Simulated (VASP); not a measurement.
PbSe (Clausthalite): single point with PBE

The system is PbSe (Clausthalite).

```
CELL_PARAMETERS angstrom
0.00000 2.93297 2.93297
2.93297 0.00000 2.93297
2.93297 2.93297 0.00000
ATOMIC_POSITIONS crystal
Pb 0.00000 0.00000 0.00000
Se 0.50000 0.50000 0.50000
```

| Item | Value |
| --- | --- |
| Program | VASP 6.6.1 |
| Task | single point |
| Functional | PBE |
| Potentials or basis | VASP PAW PBE potentials, release 64 (Pb_d, Se) |
| Cutoff | 520 eV |
| k mesh | 6 × 6 × 6 |
| Occupations | gaussian, width 0.01 eV |
| Spin | no spin polarisation |

```yaml
Pressure: 11.4 GPa
Band_gap_on_the_k_mesh: 0.21 eV, direct
```

Levels at points of the mesh, in eV from the valence-band top:
| k point | band 7 | band 8 | band 9 | band 10 | band 11 | band 12 | band 13 | band 14 |
| --- | --- | --- | --- | --- | --- | --- | --- | --- |
| (0.00, 0.00, 0.00) | -6.02 | -2.45 | -2.45 | -2.45 | 5.05 | 5.05 | 5.05 | 6.27 |
| (0.50, 0.00, 0.00) | -9.57 | -1.93 | -1.93 | 0.00 | 0.21 | 1.44 | 1.44 | 8.75 |
| (0.50, 0.50, 0.00) | -7.58 | -6.08 | -4.04 | -4.04 | 3.17 | 6.17 | 6.17 | 6.66 |

It took 7.8 s on 1 thread of Intel(R) Xeon(R) Platinum 8488C (Sapphire Rapids), with other jobs on the host, peak memory 0.17 GiB.

Caveat: spin-orbit coupling is left out, which moves the levels of the heavy elements. A k mesh can miss the band edges.
